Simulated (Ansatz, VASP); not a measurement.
## KI2 in VASP and in Ansatz

```
K I
1.0
     0.00000    4.24562    4.24562
     4.24562    0.00000    4.24562
     4.24562    4.24562    0.00000
K I
1 2
Cartesian
  2.1228 2.1228 2.1228
  6.3684 6.3684 6.3684
  4.2456 4.2456 4.2456
```

Alike in both runs: task relaxation of cell and atoms; functional PBE; k mesh 10 × 10 × 10; occupations gaussian, width 0.1 eV; no spin polarisation.

|  | VASP | Ansatz |
| --- | --- | --- |
| version | VASP 6.6.1 | Ansatz 0.2.0 |
| potentials or method | VASP PAW PBE potentials, release 64 (K_sv, I), cutoff 600 eV | scalar-relativistic, plane waves, PAW |
| valence electrons in the cell | 23 | 43 |

Ansatz gave:

* gap on the k mesh at the Fermi level, each at its own relaxed structure (eV): none
* relaxed volume (Å³/atom): 52.04
* relaxed length of the cell vector where the two differ most in proportion (Å): 6.044

Problem. Which values does VASP return?

Solution. gap on the k mesh at the Fermi level, each at its own relaxed structure (eV): none; relaxed volume (Å³/atom): 52.15; relaxed length of the cell vector where the two differ most in proportion (Å): 6.048.

A gap of «none» marks a metal or a gap that the smearing closes. VASP's potentials hold 23 valence electrons a cell and Ansatz's 43, so a difference there can come from the potentials and not from the codes.

Neither program's run includes spin-orbit coupling.
